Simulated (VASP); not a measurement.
Wanted: the native input for a VASP 6.6.1 run.

- Task: single point
- Functional: PBE
- Potentials or basis: VASP PAW PBE potentials, release 64 (Ta_pv, C)
- Cutoff: 520 eV
- k mesh: 10 × 10 × 12
- Occupations: gaussian, width 0.1 eV
- Spin: no spin polarisation
- Dipole correction: no
- Further INCAR settings: ALGO = Normal; EDIFF = 1e-06; NBANDS = 24

The structure of TaC5 lies in POSCAR:

```
TaC5
1.0
    2.2857472042     -4.1232185198      0.0000000000
    2.2857472042      4.1232185198      0.0000000000
    0.0000000000      0.0000000000      3.2615700715
Ta C
1 5
Direct
    0.5000000000      0.5000000000      0.0000000000
    0.8326209352      0.1673790648      0.0000000000
    0.1673790648      0.8326209352      0.0000000000
    0.0000000000      0.5000000000      0.1504519162
    0.5000000000      0.0000000000      0.8495480838
    0.0000000000      0.0000000000      0.0000000000
```

The cell was generated, and may not be a known phase.

These files were run (other wordings do the same):

INCAR

```
SYSTEM = TaC5
PREC     = Accurate       ! precision mode
ENCUT    = 520            ! plane-wave cutoff, eV
EDIFF    = 1E-6           ! SCF threshold, eV
ISMEAR   = 0              ! smearing method
SIGMA    = 0.1            ! smearing width, eV
LREAL    = .FALSE.        ! projectors in reciprocal space
LASPH    = .TRUE.         ! aspherical terms in the spheres
NELM     = 80             ! most SCF steps
ALGO     = Normal         ! electronic algorithm
ISIF     = 2              ! what is computed and relaxed
LWAVE    = .FALSE.        ! write WAVECAR
LCHARG   = .FALSE.        ! write CHGCAR
GGA      = PE             ! functional
NBANDS   = 24             ! bands
```

KPOINTS

```
Automatic mesh
0
G
  10 10 12
  0 0 0
```

Potentials or basis: VASP PAW PBE potentials, release 64 (Ta_pv, C).

Run with:

```bash
$ cat potpaw_PBE.64/Ta_pv/POTCAR potpaw_PBE.64/C/POTCAR > POTCAR
$ mpirun -np 1 vasp_std > vasp.out
```

It gave:

| Property | Result |
| --- | --- |
| Pressure | 0.4 GPa |
| Largest force | 0.017 eV/Å |
| Band gap on the k mesh | zero (an odd number of electrons rules out a gap without spin polarisation) |

Caveat: spin-orbit coupling is left out, which moves the levels of the heavy elements.

It took 93 s on 1 thread of Intel(R) Xeon(R) 6975P-C (Granite Rapids), with other jobs on the host, peak memory 0.39 GiB.
